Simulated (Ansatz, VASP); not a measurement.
# Two plane-wave programs on Si2Se

```xyz
6
Lattice="4.5930 0.0000 0.0000 0.0000 4.5930 0.0000 0.0000 0.0000 9.5583" Properties=species:S:1:pos:R:3 pbc="T T T"
Si    2.2965    2.2965    5.9547
Si    2.2965    2.2965    1.1755
Si    2.2965    2.2965    3.6036
Si    2.2965    2.2965    8.3828
Se    0.0000    2.2965    0.0000
Se    2.2965    0.0000    4.7791
```

Alike in both runs: functional PBE; k mesh 8 × 8 × 4; occupations gaussian, width 0.1 eV; no spin polarisation.

Ansatz relaxed the structure, and its values are those at the end. VASP's run is a single point on that final structure, the one shown.

|  | VASP | Ansatz |
| --- | --- | --- |
| version | VASP 6.6.1 | Ansatz 0.2.0 |
| potentials or method | VASP PAW PBE potentials, release 64 (Si, Se), cutoff 520 eV | scalar-relativistic, plane waves, PAW |
| valence electrons in the cell | 28 | 48 |

|  | VASP | Ansatz | Ansatz less VASP |
| --- | --- | --- | --- |
| gap on the k mesh at the Fermi level (eV) | none | none | - |
| pressure (GPa) | 0.0 | 0.0 | 0.00 |

A gap of «none» marks a metal or a gap that the smearing closes. With one functional, cell and mesh, what is left measures potentials, basis and numerics. VASP's potentials hold 28 valence electrons a cell and Ansatz's 48, so a difference there can come from the potentials and not from the codes.
